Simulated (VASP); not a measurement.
A run of VASP 6.6.1:

Contents of POSCAR:

```
BeS
1.0
    0.0000000000      2.4381650070      2.4381650070
    2.4381650070      0.0000000000      2.4381650070
    2.4381650070      2.4381650070      0.0000000000
Be S
1 1
Direct
    0.7500000000      0.7500000000      0.7500000000
    0.0000000000      0.0000000000      0.0000000000
```

INCAR.step1

```
SYSTEM = BeS
PREC     = Accurate       ! precision mode
ENCUT    = 660            ! plane-wave cutoff, eV
ISMEAR   = 0              ! smearing method
SIGMA    = 0.02           ! smearing width, eV
LREAL    = .False.        ! projectors in reciprocal space
LASPH    = .True.         ! aspherical terms in the spheres
NELM     = 120            ! most SCF steps
NBANDS   = 11             ! bands
GGA      = PE             ! functional
ALGO     = Normal         ! electronic algorithm
EDIFF    = 1E-5           ! SCF threshold, eV
LWAVE    = .True.         ! write WAVECAR
LCHARG   = .False.        ! write CHGCAR
GGA_COMPAT= .False.
```

Contents of INCAR.step2:

```
SYSTEM = BeS
PREC     = Accurate       ! precision mode
ENCUT    = 660            ! plane-wave cutoff, eV
EDIFF    = 1E-6           ! SCF threshold, eV
ISMEAR   = 0              ! smearing method
SIGMA    = 0.02           ! smearing width, eV
LREAL    = .False.        ! projectors in reciprocal space
LASPH    = .True.         ! aspherical terms in the spheres
NELM     = 120            ! most SCF steps
ALGO     = Normal         ! electronic algorithm
ISIF     = 2              ! what is computed and relaxed
LWAVE    = .False.        ! write WAVECAR
LCHARG   = .False.        ! write CHGCAR
METAGGA  = R2SCAN         ! meta-GGA
LMIXTAU  = .True.       
NBANDS   = 11             ! bands
ISTART   = 1            
GGA_COMPAT= .False.
```

The input KPOINTS:

```
regular mesh
0
Gamma
  8 8 8
  0 0 0
```

Potentials or basis: VASP PAW PBE potentials, release 64 (Be, S).

Run with:

```sh
$ cat potpaw_PBE.64/Be/POTCAR potpaw_PBE.64/S/POTCAR > POTCAR
$ cp INCAR.step1 INCAR
$ mpirun -np 1 vasp_std > vasp.out
$ cp INCAR.step2 INCAR
$ mpirun -np 1 vasp_std > vasp.out
```

Hardware: 1 thread of Intel(R) Xeon(R) Platinum 8259CL CPU @ 2.50GHz (Skylake/Cascade Lake), with other jobs on the host.

Q: How long does it take, and how much memory?

A: Wall time 59 s on 1 thread of Intel(R) Xeon(R) Platinum 8259CL CPU @ 2.50GHz (Skylake/Cascade Lake) (shared host), peak memory 0.17 GiB. Counts: k points 29.
